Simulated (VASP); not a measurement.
# HgTe (I-4m2) in VASP: single point with PBE

Aim: the single point of HgTe with PBE.

Everything below comes from runs of VASP 6.6.1. Logs are shortened: lines on timing, memory, paths and dates and some standing lists are left out, and cuts for length are marked.

### 1 The cell of the first run

The structure is tetragonal, space group I-4m2 (No. 119). Conventional cell: a = 4.605 Å, b = 4.605 Å, c = 6.318 Å, α = 90.00°, β = 90.00°, γ = 90.00°. Hg (site symmetry -4m2) has 4 Te at 2.79 Å within 3.7 Å. Within 3.7 Å of Te (site symmetry -4m2) lie 4 Hg at 2.79 Å.

### 2 Single point, PBE (z stretched by -2 % at fixed volume)

File INCAR:

```
PREC = Accurate
ENCUT = 520
EDIFF = 1E-6
ISMEAR = -1
SIGMA = 0.05
LREAL = False
LASPH = True
NELM = 100
ALGO = Normal
ISIF = 2
LWAVE = False
LCHARG = True
GGA = PE
LELF = True
LVHAR = True
NBANDS = 16
```

File KPOINTS:

```
Automatic mesh
0
Gamma
  9 9 9
```

File POSCAR:

```
HgTe
1.0
    0.0000000000      3.2562267275      3.1590300000
    3.2562267275      0.0000000000      3.1590300000
    3.2562267275      3.2562267275      0.0000000000
Hg Te
1 1
Direct
    0.0000000000      0.0000000000      0.0000000000
    0.7500000000      0.7500000000      0.7500000000
```

Potentials or basis: VASP PAW PBE potentials, release 64 (Hg, Te).

Run with:

```bash
$ cat potpaw_PBE.64/Hg/POTCAR potpaw_PBE.64/Te/POTCAR > POTCAR
$ mpirun -np 1 vasp_std > vasp.out
```

OUTCAR:

```text
PREC = Accurate
   ENCUT = 520
   EDIFF = 1E-6
   ISMEAR = -1
   LREAL = False
   LASPH = True
   NELM = 100
   ISIF = 2
   GGA = PE

 ion  position               nearest neighbor table
   1  0.000  0.000  0.000-   2 2.79   2 2.79   2 2.79   2 2.79
   2  0.750  0.750  0.750-   1 2.79   1 2.79   1 2.79   1 2.79

  LATTYP: Found a body centered tetragonal cell.
 ALAT       =     4.6050000002
 C/A-ratio  =     1.3719999999

  Lattice vectors:

 A1 = (   0.0000000000,  -3.2562267275,  -3.1590300000)
 A2 = (   0.0000000000,   3.2562267275,  -3.1590300000)
 A3 = (   3.2562267275,   0.0000000000,   3.1590300000)

Analysis of symmetry for initial positions (statically):
=====================================================================
 Subroutine PRICEL returns:
 Original cell was already a primitive cell.

 Routine SETGRP: Setting up the symmetry group for a
 body centered tetragonal supercell.

 Subroutine GETGRP returns: Found  8 space group operations
 (whereof  8 operations were pure point group operations)
 out of a pool of 16 trial point group operations.

The static configuration has the point symmetry D_2d.

Analysis of symmetry for dynamics (positions and initial velocities):
=====================================================================
 Subroutine PRICEL returns:
 Original cell was already a primitive cell.

 Routine SETGRP: Setting up the symmetry group for a
 body centered tetragonal supercell.

 Subroutine GETGRP returns: Found  8 space group operations
 (whereof  8 operations were pure point group operations)
 out of a pool of 16 trial point group operations.

The dynamic configuration has the point symmetry D_2d.

 Subroutine INISYM returns: Found  8 space group operations
 (whereof  8 operations are pure point group operations),
 and found     1 'primitive' translations

----------------------------------------------------------------------------------------

                                     Primitive cell

  volume of cell :      66.9905

  direct lattice vectors                    reciprocal lattice vectors
     0.000000000  3.256226728  3.159030000    -0.153551961  0.153551961  0.158276433
     3.256226728  0.000000000  3.159030000     0.153551961 -0.153551961  0.158276433
     3.256226728  3.256226728  0.000000000     0.153551961  0.153551961 -0.158276433

  length of vectors
     4.536792153  4.536792153  4.605000000     0.268715163  0.268715163  0.268715163

  position of ions in fractional coordinates (direct lattice)
     0.000000000  0.000000000  0.000000000
     0.750000000  0.750000000  0.750000000

  ion indices of the primitive-cell ions
   primitive index   ion index
                 1           1
                 2           2

----------------------------------------------------------------------------------------

 KPOINTS: Automatic mesh

Automatic generation of k-mesh.
 Grid dimensions read from file:
 generate k-points for:    9    9    9

 Generating k-lattice:

  Cartesian coordinates                     Fractional coordinates (reciprocal lattice)
    -0.017061329  0.017061329  0.017586270     0.111111111 -0.000000000  0.000000000
     0.017061329 -0.017061329  0.017586270    -0.000000000  0.111111111  0.000000000
     0.017061329  0.017061329 -0.017586270     0.000000000  0.000000000  0.111111111

  Length of vectors
     0.029857240  0.029857240  0.029857240

  Shift w.r.t. Gamma in fractional coordinates (k-lattice)
     0.000000000  0.000000000  0.000000000

 Subroutine IBZKPT returns following result:
 ===========================================

 Found     75 irreducible k-points:

 Following reciprocal coordinates:
            Coordinates               Weight
  0.000000  0.000000  0.000000      1.000000
  0.111111  0.000000  0.000000      8.000000
  0.222222  0.000000  0.000000      8.000000
  0.333333  0.000000  0.000000      8.000000
  0.444444  0.000000  0.000000      8.000000
  0.111111  0.111111  0.000000      2.000000
[... 16 lines left out ...]
 -0.333333  0.333333  0.000000      4.000000
  0.444444  0.444444  0.000000      2.000000
 [... further k-points ...]
   k-points           NKPTS =     75   k-points in BZ     NKDIM =     75   number of bands    NBANDS=     16
   number of dos      NEDOS =    301   number of ions     NIONS =      2
   total plane-waves  NPLWV =  46656
   dimension x,y,z NGX =    36 NGY =   36 NGZ =   36
   dimension x,y,z NGXF=    72 NGYF=   72 NGZF=   72
   ions per type =               1   1
   NGX,Y,Z   is equivalent  to a cutoff of  13.19, 13.19, 13.00 a.u.
   NGXF,Y,Z  is equivalent  to a cutoff of  26.38, 26.38, 25.99 a.u.
 SYSTEM =  unknown system
   PREC   = accura    normal or accurate (medium, high low for compatibility)
   ISTART =      0    job   : 0-new  1-cont  2-samecut
   ICHARG =      2    charge: 1-file 2-atom 10-const
   ISPIN  =      1    spin polarized calculation?
   LNONCOLLINEAR =      F non collinear calculations
   LSORBIT =      F    spin-orbit coupling
   LASPH  =      T    aspherical Exc in radial PAW
   ENCUT  =  520.0 eV  38.22 Ry    6.18 a.u.   8.44  8.44  8.56*2*pi/ulx,y,z
   NELM   =    100;   NELMIN=  2; NELMDL= -5     # of ELM steps
   EDIFF  = 0.1E-05   stopping-criterion for ELM
   LREAL  =      F    real-space projection
[... 7 lines left out ...]
   TEBEG  =    0.0;   TEEND  =   0.0 temperature during run
   PSTRESS=    0.0 pullay stress
   NELECT =      18.0000    total number of electrons
   NUPDOWN=      -1.0000    fix difference up-down
   EMIN   =  10.00;   EMAX   =-10.00  energy-range for DOS
   EFERMI =   0.00;   METHOD = LEGACY
   ISMEAR =    -1;   SIGMA  =   0.05  broadening in eV -4-tet -1-fermi 0-gaus
   EFERMI_NEDOS =   21; number of points for ismear=-14 and -15
   IALGO  =     38    algorithm
   IMIX   =      4    mixing-type and parameters
     AMIX     =   0.40;   BMIX     =  1.00
     AMIX_MAG =   1.60;   BMIX_MAG =  1.00
  volume/ion in A,a.u.               =      33.50       226.04
  Fermi-wavevector in a.u.,A,eV,Ry     =   1.056399  1.996305 15.183815  1.115979
  Thomas-Fermi vector in A             =   2.191633
   LORBIT       =      0    0 simple, 1 ext, 2 COOP (PROOUT), +10 PAW based schemes
   GGA     = PE    functional components
[... 5 lines left out ...]
 non-spin polarized calculation
  energy-cutoff  :      520.00
  volume of cell :       66.99
 maximum number of plane-waves:      1824
 NGX is ok and might be reduce to    36
   NGX = 17   NGY = 17   NGZ = 17

 number of electron      17.9999999 magnetization

 Free energy of the ion-electron system (eV)
  ---------------------------------------------------
  ext. energy  EPLUGINS =         0.00000000
  ---------------------------------------------------
  free energy    TOTEN  =        -3.57010809 eV

  energy without entropy =       -3.56968778  energy(sigma->0) =       -3.56989794

 E-fermi :   3.2526     XC(G=0):  -8.7806

 val. band max:        3.2448006663   @ k =   0.0000   0.0000   0.0000
 cond. band min:       3.7902197412   @ k =   0.1111   0.0000   0.0000
 fundamental gap:      0.5454190750
 Fermi energy:         3.2526383793

 k-point     1 :       0.0000    0.0000    0.0000
  band No.  band energies     occupation
      1      -8.8611      2.00000
      2      -4.2196      2.00000
      3      -4.2196      2.00000
      4      -4.2128      2.00000
      5      -3.6897      2.00000
      6      -3.6684      2.00000
[... 8 lines left out ...]
     15      12.5505      0.00000
     16      12.9031      0.00000

 k-point     2 :       0.1111    0.0000    0.0000
  band No.  band energies     occupation
      1      -8.7987      2.00000
      2      -4.2025      2.00000
      3      -4.2018      2.00000
      4      -4.1910      2.00000
      5      -3.6907      2.00000
      6      -3.6711      2.00000
[... 8 lines left out ...]
     15      11.8685      0.00000
     16      12.0901      0.00000

 k-point     3 :       0.2222    0.0000    0.0000
  band No.  band energies     occupation
      1      -8.6343      2.00000
      2      -4.1621      2.00000
      3      -4.1561      2.00000
      4      -4.1004      2.00000
      5      -3.6884      2.00000
      6      -3.6741      2.00000
[... 8 lines left out ...]
     15      11.5973      0.00000
     16      11.7655      0.00000

 k-point     4 :       0.3333    0.0000    0.0000
  band No.  band energies     occupation
      1      -8.4355      2.00000
      2      -4.1232      2.00000
      3      -4.1118      2.00000
      4      -3.8696      2.00000
      5      -3.6752      2.00000
      6      -3.6684      2.00000
[... 8 lines left out ...]
     15      12.0718      0.00000
     16      12.0768      0.00000

 k-point     5 :       0.4444    0.0000    0.0000
  band No.  band energies     occupation
      1      -8.2986      2.00000
      2      -4.1032      2.00000
      3      -4.0876      2.00000
      4      -3.6630      2.00000
      5      -3.6591      2.00000
      6      -3.4788      2.00000
[... 8 lines left out ...]
     15      12.9145      0.00000
     16      13.0568      0.00000

 k-point     6 :       0.1111    0.1111    0.0000
  band No.  band energies     occupation
      1      -8.7758      2.00000
      2      -4.2060      2.00000
      3      -4.1860      2.00000
      4      -4.1860      2.00000
      5      -3.6814      2.00000
      6      -3.6803      2.00000
[... 8 lines left out ...]
     15      11.4288      0.00000
     16      12.6192      0.00000

 k-point     7 :       0.2222    0.1111    0.0000
  band No.  band energies     occupation
      1      -8.6434      2.00000
      2      -4.1774      2.00000
      3      -4.1433      2.00000
      4      -4.1231      2.00000
      5      -3.6878      2.00000
      6      -3.6731      2.00000
[... 8 lines left out ...]
     15      11.8080      0.00000
     16      12.3513      0.00000

 k-point     8 :       0.3333    0.1111    0.0000
  band No.  band energies     occupation
      1      -8.4543      2.00000
      2      -4.1266      2.00000
      3      -4.1000      2.00000
      4      -3.9623      2.00000
      5      -3.6728      2.00000
      6      -3.6616      2.00000
[... 8 lines left out ...]
     15      11.9271      0.00000
     16      12.6121      0.00000

 k-point     9 :       0.4444    0.1111    0.0000
  band No.  band energies     occupation
      1      -8.2957      2.00000
      2      -4.0888      2.00000
      3      -4.0769      2.00000
      4      -3.7424      2.00000
      5      -3.6528      2.00000
      6      -3.5334      2.00000
[... 8 lines left out ...]
     15      12.5625      0.00000
     16      13.3636      0.00000
[... 172 lines left out ...]
 k-point    19 :      -0.2222    0.2222    0.0000
  band No.  band energies     occupation
      1      -8.3653      2.00000
      2      -4.0898      2.00000
      3      -4.0681      2.00000
      4      -3.8569      2.00000
      5      -3.7054      2.00000
      6      -3.6432      2.00000
[... 8 lines left out ...]
     15      12.8086      0.00000
     16      13.4338      0.00000

 k-point    20 :       0.3333    0.3333    0.0000
  band No.  band energies     occupation
      1      -8.2786      2.00000
      2      -4.0859      2.00000
      3      -3.9732      2.00000
      4      -3.9732      2.00000
      5      -3.6357      2.00000
      6      -3.6118      2.00000
[... 8 lines left out ...]
     15      13.1084      0.00000
     16      14.9468      0.00000

 k-point    21 :       0.4444    0.3333    0.0000
  band No.  band energies     occupation
      1      -8.1619      2.00000
      2      -4.0484      2.00000
      3      -3.9322      2.00000
      4      -3.9061      2.00000
      5      -3.6307      2.00000
      6      -3.4393      2.00000
[... 8 lines left out ...]
     15      13.5238      0.00000
     16      14.8352      0.00000

 k-point    22 :      -0.4444    0.3333    0.0000
  band No.  band energies     occupation
      1      -8.1009      2.00000
      2      -4.0263      2.00000
      3      -3.9318      2.00000
      4      -3.8275      2.00000
      5      -3.6458      2.00000
      6      -3.1829      2.00000
[... 8 lines left out ...]
     15      13.1259      0.00000
     16      14.9307      0.00000

 k-point    23 :      -0.3333    0.3333    0.0000
  band No.  band energies     occupation
      1      -8.1260      2.00000
      2      -4.0294      2.00000
      3      -3.9719      2.00000
      4      -3.7479      2.00000
      5      -3.6726      2.00000
      6      -3.2316      2.00000
[... 8 lines left out ...]
     15      12.1658      0.00000
     16      15.2857      0.00000

 k-point    24 :       0.4444    0.4444    0.0000
  band No.  band energies     occupation
      1      -8.0918      2.00000
      2      -4.0495      2.00000
      3      -3.8834      2.00000
      4      -3.8834      2.00000
      5      -3.6197      2.00000
      6      -3.2897      2.00000
[... 8 lines left out ...]
     15      13.3601      0.00000
     16      14.9315      0.00000

 [... further k-points ...]

------------------------ aborting loop because EDIFF is reached ----------------------------------------

  FORCE on cell =-STRESS in cart. coord.  units (eV):
  Direction    XX          YY          ZZ          XY          YZ          ZX
  --------------------------------------------------------------------------------------
  -------------------------------------------------------------------------------------
  Total        1.6789080      1.6789080      1.8171685      0.0000000     -0.0000000      0.0000000
  in kB       40.1535976     40.1535976     43.4603033      0.0000000     -0.0000000      0.0000000
  external PRESSURE =      41.2558328 kB  Pullay stress =       0.0000000 kB

 VOLUME and BASIS-vectors are now :
 -----------------------------------------------------------------------------
  energy-cutoff  :      520.00
  volume of cell :       66.99
      direct lattice vectors                 reciprocal lattice vectors
     0.000000000  3.256226728  3.159030000    -0.153551961  0.153551961  0.158276433
     3.256226728  0.000000000  3.159030000     0.153551961 -0.153551961  0.158276433
     3.256226728  3.256226728  0.000000000     0.153551961  0.153551961 -0.158276433

 POSITION                                       TOTAL-FORCE (eV/Angst)
 -----------------------------------------------------------------------------------
      0.00000      0.00000      0.00000        -0.000000     -0.000000     -0.000000
      4.88434      4.88434      4.73855         0.000000      0.000000      0.000000
 -----------------------------------------------------------------------------------
    total drift:                                0.000000      0.000000     -0.000000

  FREE ENERGIE OF THE ION-ELECTRON SYSTEM (eV)
  ---------------------------------------------------
  free  energy   TOTEN  =        -3.5701080946 eV

  energy  without entropy=       -3.5696877811  energy(sigma->0) =       -3.56989794
```

Run time: 67 s. Hardware: 1 thread of Intel Xeon Platinum 8259CL at 2.50GHz (Skylake/Cascade Lake), shared host; peak memory 0.25 GiB.

What came out:

* Free energy: -3.5701 eV
* Pressure: 4.1 GPa

Levels at points of the mesh, in eV from the Fermi level:
```tsv
k point	band 7	band 8	band 9	band 10	band 11	band 12
(0.00, 0.00, 0.00)	-0.78	-0.11	-0.11	-0.01	4.15	4.15
```

Caveat: spin-orbit coupling is left out, which moves the levels of the heavy elements.
